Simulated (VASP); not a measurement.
Here is a VASP 6.6.1 calculation.

INCAR

```
SYSTEM = Si2W
  ALGO = Normal
  EDIFF = 1E-6
  ENCUT = 520
  GGA = PE
  ISIF = 2
  ISMEAR = 0
  ISYM = 0
  LASPH = .True.
  LCHARG = .False.
  LREAL = .False.
  LWAVE = .False.
  NBANDS = 18
  NELM = 80
  PREC = Accurate
  SIGMA = 0.1
```

File KPOINTS:

```
k-points
0
Gamma
  11 11 9
  0 0 0
```

POSCAR

```
Si2W
1.0
    3.2289953153      0.0000000000      0.0000000000
    0.0000000000      3.2289953153      0.0000000000
    1.6144976577     -1.6144976577      3.9334139098
Si W
2 1
Direct
    0.6654255944      0.3345744056      0.6691488112
    0.3345744056      0.6654255944      0.3308511888
    0.0000000000      0.0000000000      0.0000000000
```

Potentials or basis: VASP PAW PBE potentials, release 64 (Si, W_sv).

Launch:

```console
$ cat potpaw_PBE.64/Si/POTCAR potpaw_PBE.64/W_sv/POTCAR > POTCAR
$ mpirun -np 1 vasp_std > vasp.out
```

Problem. What does it give for the pressure?

Solution. 0.1 GPa.

Problem. Predict the largest force.

Solution. 0.024 eV/Å.

Forces in eV/Å, atoms in the order of the input:
```
Si   0.000  0.000 -0.024
Si   0.000  0.000  0.024
W    0.000  0.000  0.000
```
